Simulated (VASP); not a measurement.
# AgCl (Fm-3m) in VASP: a series of runs, part 2 of 2

VASP 6.6.1. The steps go on from the part before.

## Step 3: Electric field gradients, r2SCAN (volume scaled by 0.96)

The input, POSCAR:

```
AgCl
1.0
    0.0000000000      2.7351899843      2.7351899843
    2.7351899843      0.0000000000      2.7351899843
    2.7351899843      2.7351899843      0.0000000000
Ag Cl
1 1
Direct
    0.0000000000      0.0000000000      0.0000000000
    0.5000000000      0.5000000000      0.5000000000
```

The input, INCAR.step1:

```
ALGO = Normal
EDIFF = 1E-4
ENCUT = 520
GGA = PE
ISMEAR = -1
LASPH = True
LCHARG = False
LREAL = False
LWAVE = True
NBANDS = 16
NELM = 60
PREC = Accurate
SIGMA = 0.01
```

The input, INCAR.step2:

```
ALGO = Normal
EDIFF = 1E-8
ENCUT = 520
ISIF = 2
ISMEAR = -1
ISTART = 1
LASPH = True
LCHARG = False
LEFG = True
LMIXTAU = True
LREAL = False
LWAVE = False
METAGGA = R2SCAN
NBANDS = 16
NELM = 60
PREC = Accurate
SIGMA = 0.01
```

The input, KPOINTS:

```
k-points
0
Gamma
  9 9 9
```

Potentials or basis: VASP PAW PBE potentials, release 64 (Ag, Cl).

Run with:

```sh
> cat potpaw_PBE.64/Ag/POTCAR potpaw_PBE.64/Cl/POTCAR > POTCAR
> cp INCAR.step1 INCAR
> mpirun -np 1 vasp_std > vasp.out
> cp INCAR.step2 INCAR
> mpirun -np 1 vasp_std > vasp.out
```

OUTCAR:

```text
EDIFF = 1E-8
   ENCUT = 520
   ISIF = 2
   ISMEAR = -1
   ISTART = 1
   LASPH = True
   LREAL = False
   METAGGA = R2SCAN
   NELM = 60
   PREC = Accurate

 ion  position               nearest neighbor table
   1  0.000  0.000  0.000-   2 2.74   2 2.74   2 2.74   2 2.74   2 2.74   2 2.74
   2  0.500  0.500  0.500-   1 2.74   1 2.74   1 2.74   1 2.74   1 2.74   1 2.74

  LATTYP: Found a face centered cubic cell.
 ALAT       =     5.4703799686

  Lattice vectors:

 A1 = (   0.0000000000,   2.7351899843,   2.7351899843)
 A2 = (   2.7351899843,   0.0000000000,   2.7351899843)
 A3 = (   2.7351899843,   2.7351899843,   0.0000000000)

Analysis of symmetry for initial positions (statically):
=====================================================================
 Subroutine PRICEL returns:
 Original cell was already a primitive cell.

 Routine SETGRP: Setting up the symmetry group for a
 face centered cubic supercell.

 Subroutine GETGRP returns: Found 48 space group operations
 (whereof 48 operations were pure point group operations)
 out of a pool of 48 trial point group operations.

The static configuration has the point symmetry O_h .

Analysis of symmetry for dynamics (positions and initial velocities):
=====================================================================
 Subroutine PRICEL returns:
 Original cell was already a primitive cell.

 Routine SETGRP: Setting up the symmetry group for a
 face centered cubic supercell.

 Subroutine GETGRP returns: Found 48 space group operations
 (whereof 48 operations were pure point group operations)
 out of a pool of 48 trial point group operations.

The dynamic configuration has the point symmetry O_h .

 Subroutine INISYM returns: Found 48 space group operations
 (whereof 48 operations are pure point group operations),
[... 150 lines left out ...]

 k-point     1 :       0.0000    0.0000    0.0000
  band No.  band energies     occupation
      1     -12.0270      2.00000
      2       1.4532      2.00000
      3       1.4532      2.00000
      4       1.4532      2.00000
      5       1.4704      2.00000
      6       1.4704      2.00000
[... 433 lines left out ...]
      3       0.6570      2.00000
      4       0.6570      2.00000
      5       1.1222      2.00000
      6       1.7201      2.00000
[... 8 lines left out ...]
     15      20.1877      0.00000
     16      20.1877      0.00000

 [... further k-points ...]
[... 5 lines left out ...]
  --------------------------------------------------------------------------------------
  -------------------------------------------------------------------------------------
  Total        0.5646443      0.5646443      0.5646443     -0.0000000      0.0000000     -0.0000000
  in kB       22.1051267     22.1051267     22.1051267     -0.0000000      0.0000000     -0.0000000
  external PRESSURE =      22.1051267 kB  Pullay stress =       0.0000000 kB

 VOLUME and BASIS-vectors are now :
 -----------------------------------------------------------------------------
  energy-cutoff  :      520.00
  volume of cell :       40.93
      direct lattice vectors                 reciprocal lattice vectors
     0.000000000  2.735189984  2.735189984    -0.182802658  0.182802658  0.182802658
     2.735189984  0.000000000  2.735189984     0.182802658 -0.182802658  0.182802658
     2.735189984  2.735189984  0.000000000     0.182802658  0.182802658 -0.182802658

 POSITION                                       TOTAL-FORCE (eV/Angst)
 -----------------------------------------------------------------------------------
      0.00000      0.00000      0.00000        -0.000000      0.000000      0.000000
      2.73519      2.73519      2.73519         0.000000     -0.000000     -0.000000
 -----------------------------------------------------------------------------------
    total drift:                               -0.000000      0.000000      0.000000

  FREE ENERGIE OF THE ION-ELECTRON SYSTEM (eV)
  ---------------------------------------------------
  free  energy   TOTEN  =       -28.6314815617 eV

  energy  without entropy=      -28.6314815617  energy(sigma->0) =      -28.63148156

 Electric field gradients (V/A^2)
---------------------------------------------------------------------
 ion       V_xx      V_yy      V_zz      V_xy      V_xz      V_yz
---------------------------------------------------------------------
   1      -0.000    -0.000     0.000    -0.001    -0.001    -0.001
   2      -0.000     0.000    -0.000    -0.001    -0.001    -0.001
---------------------------------------------------------------------

 Electric field gradients after diagonalization (V/A^2)
 (convention: |V_zz| > |V_xx| > |V_yy|)
----------------------------------------------------------------------
 ion       V_xx      V_yy      V_zz     asymmetry (V_yy - V_xx)/ V_zz
----------------------------------------------------------------------
   1       0.001     0.001    -0.002       0.000
   2       0.001     0.001    -0.001       0.000
----------------------------------------------------------------------

           NMR quadrupolar parameters

 Cq : quadrupolar parameter    Cq=e*Q*V_zz/h
 eta: asymmetry parameters     (V_yy - V_xx)/ V_zz
 Q  : nuclear electric quadrupole moment in mb (millibarn)
----------------------------------------------------------------------
 ion       Cq(MHz)       eta       Q (mb)
----------------------------------------------------------------------
   1      -0.000       0.000       1.000
   2      -0.000       0.000       1.000
----------------------------------------------------------------------
```

OSZICAR.step1:

```text
N       E                     dE             d eps       ncg     rms          rms(c)
DAV:   1     0.101420821343E+03    0.10142E+03   -0.88134E+03  1128   0.103E+03
DAV:   2    -0.193211997104E+01   -0.10335E+03   -0.95344E+02  1424   0.222E+02
DAV:   3    -0.551878575735E+01   -0.35867E+01   -0.35795E+01  1376   0.445E+01
DAV:   4    -0.554223519922E+01   -0.23449E-01   -0.23448E-01  1440   0.392E+00
DAV:   5    -0.554253429636E+01   -0.29910E-03   -0.29910E-03  1408   0.434E-01    0.692E+00
DAV:   6    -0.537043262587E+01    0.17210E+00   -0.23749E-01  1392   0.645E+00    0.446E+00
DAV:   7    -0.536649898092E+01    0.39336E-02   -0.97535E-02  1368   0.207E+00    0.207E+00
DAV:   8    -0.536574242350E+01    0.75656E-03   -0.42911E-03  1336   0.683E-01    0.329E-01
DAV:   9    -0.536581159492E+01   -0.69171E-04   -0.52527E-04  1408   0.266E-01
   1 F= -.53658116E+01 E0= -.53658116E+01  d E =-.831493E-12
```

Run time: 60 s. Hardware: 1 thread of Intel Xeon 6975P-C (Granite Rapids), shared host; peak memory 0.18 GiB.

What came out:

```yaml
Free_energy: -28.6315 eV
Pressure: 2.2 GPa
Band_gap_on_the_k_mesh: 1.48 eV, indirect (least direct gap 3.82 eV)
```

Levels at points of the mesh, in eV from the valence-band top:
```tsv
k point	band 6	band 7	band 8	band 9	band 10	band 11	band 12	band 13
(0.00, 0.00, 0.00)	-2.56	-2.56	-2.51	-2.51	1.48	11.37	11.37	11.37
```

Caveat: without QUAD_EFG the Cq values of the log hold for a quadrupole moment of 1 mb, not for the nuclei; the PAW data sets were made with another functional, which shifts forces and pressure a little. A k mesh can miss the band edges.
